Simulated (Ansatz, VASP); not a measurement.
WS2 in VASP and in Ansatz

Contents of INCAR:

```
SYSTEM = WS2
PREC = Accurate
ENCUT = 520
EDIFF = 1E-7
ISMEAR = 0
SIGMA = 0.05
LREAL = .False.
LASPH = .True.
NELM = 60
ALGO = Normal
ISIF = 2
LWAVE = .False.
LCHARG = .False.
GGA = PE
IVDW = 12
NBANDS = 20
```

Contents of KPOINTS:

```
regular mesh
0
Gamma
  12 12 12
  0 0 0
```

POSCAR

```
WS2
1.0
    1.6259500000      0.9387426702      6.9092666667
   -1.6259500000      0.9387426702      6.9092666667
    0.0000000000     -1.8774853404      6.9092666667
W S
1 2
Direct
    0.9993440419      0.9993440419      0.9993440419
    0.7527816504      0.7527816504      0.7527816504
    0.5791743077      0.5791743077      0.5791743077
```

Input for Ansatz:

```yaml
crystal:
  lattice:
    - [1.62595, 0.9387426702, 6.9092666667]
    - [-1.62595, 0.9387426702, 6.9092666667]
    - [0.0, -1.8774853404, 6.9092666667]
  atoms:
    - { symbol: W, position: [0.9993440419, 0.9993440419, 0.9993440419] }
    - { symbol: S, position: [0.7527816504, 0.7527816504, 0.7527816504] }
    - { symbol: S, position: [0.5791743077, 0.5791743077, 0.5791743077] }
basis:
  ecutwfc: 420
kpoints:
  mp_grid: { grid: [12, 12, 12] }
hamiltonian:
  xc: pbe
  pseudopotentials: { kind: paw, azcp: { folder: soft_1 } }
  dispersion: d3bj
scf:
  occupations: { method: gaussian, width: 0.05 }
output:
  forces: true
  stress: true
  eigenvalues: true
```

Alike in both runs: task single point; functional PBE; dispersion D3(BJ); k mesh 12 × 12 × 12; occupations gaussian, width 0.05 eV; no spin polarisation.

|  | VASP | Ansatz |
| --- | --- | --- |
| version | VASP 6.6.1 | Ansatz 0.2.0 |
| potentials or method | VASP PAW PBE potentials, release 64 (W_sv, S), cutoff 520 eV | scalar-relativistic, plane waves, PAW |
| valence electrons in the cell | 26 | 26 |

|  | VASP | Ansatz | Ansatz less VASP |
| --- | --- | --- | --- |
| gap on the k mesh at the Fermi level (eV) | 0.98 | 0.98 | -0.001 |
| least direct gap on the mesh (eV) | 1.71 | 1.71 | -0.001 |
| pressure (GPa) | -21.8 | -21.8 | +0.05 |
| traceless stress, the component that is largest in VASP (GPa) | -11.82 | -11.82 | +0.001 |
| rms of the force components (eV/Å) | 1.634 | 1.633 | -0.0006 |

Atom by atom the forces differ by 0.001 eV/Å (rms over components).

Neither program's run includes spin-orbit coupling.
